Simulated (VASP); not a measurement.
A run of VASP 6.6.1:

The input INCAR:

```
  ALGO = Normal
  EDIFF = 1E-8
  ENCUT = 520
  GGA = CA
  ISIF = 2
  ISMEAR = 0
  LASPH = T
  LCHARG = F
  LEFG = T
  LREAL = F
  LWAVE = F
  NBANDS = 11
  NELM = 80
  PREC = Accurate
  SIGMA = 0.1
```

The input KPOINTS:

```
k-points
0
Gamma
  8 8 8
```

The input POSCAR:

```
Sr
1.0
    0.0000000000      3.0423500000      3.0423500000
    3.0423500000      0.0000000000      3.0423500000
    3.0423500000      3.0423500000      0.0000000000
Sr
1
Direct
    0.0000000000      0.0000000000      0.0000000000
```

Potentials or basis: VASP PAW LDA potentials, release 64 (Sr_sv).

Run with:

```sh
$ cat potpaw_LDA.64/Sr_sv/POTCAR > POTCAR
$ mpirun -np 1 vasp_std > vasp.out
```

Hardware: 1 thread of AMD EPYC 9R45 (Zen 5), with other jobs on the host.

Task: Estimate the wall time of this run.

Result: It took 8.5 s on 1 thread of AMD EPYC 9R45 (Zen 5), with other jobs on the host, peak memory 0.13 GiB. Counts: scf iterations 13, k points 29.
